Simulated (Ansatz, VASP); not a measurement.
**Two plane-wave programs on Al2BAs2**

```xyz
5
Lattice="3.2004 0.0000 0.0000 -1.6002 2.7717 0.0000 0.0000 0.0000 8.3678" Properties=species:S:1:pos:R:3 pbc="T T T"
Al    0.0000    1.8478    1.1799
Al    1.6002    0.9239    7.1879
B     0.0000    0.0000    0.0000
As    0.0000    1.8478    5.5813
As    1.6002    0.9239    2.7865
```

Change from the starting cell: species swapped into the Nb2CS2 type (P-3m1, No. 164).

Alike in both runs: task single point; functional PBE; k mesh 6 × 6 × 2; occupations gaussian, width 0.1 eV; no spin polarisation.

|  | VASP | Ansatz |
| --- | --- | --- |
| version | VASP 6.6.1 | Ansatz 0.2.0 |
| potentials or method | VASP PAW PBE potentials, release 64 (Al, B, As), cutoff 520 eV | scalar-relativistic, plane waves, PAW |
| valence electrons in the cell | 19 | 39 |

Ansatz gave:

```
gap on the k mesh at the Fermi level (eV)                     : none
pressure (GPa)                                                : 15.2
traceless stress, the component that is largest in VASP (GPa) : 4.44
rms of the force components (eV/Å)                            : 1.091
```

Problem. What did VASP give for the same quantities?

Solution. gap on the k mesh at the Fermi level (eV): none; pressure (GPa): 15.4; traceless stress, the component that is largest in VASP (GPa): 4.47; rms of the force components (eV/Å): 1.109.

Atom by atom the forces differ by 0.018 eV/Å (rms over components). A gap of «none» marks a metal or a gap that the smearing closes. The functional is the same, so the differences come from potentials, cutoffs and numerics. VASP's potentials hold 19 valence electrons a cell and Ansatz's 39, so a difference there can come from the potentials and not from the codes.

The k mesh is coarse, so the values compare programs but aren't converged.
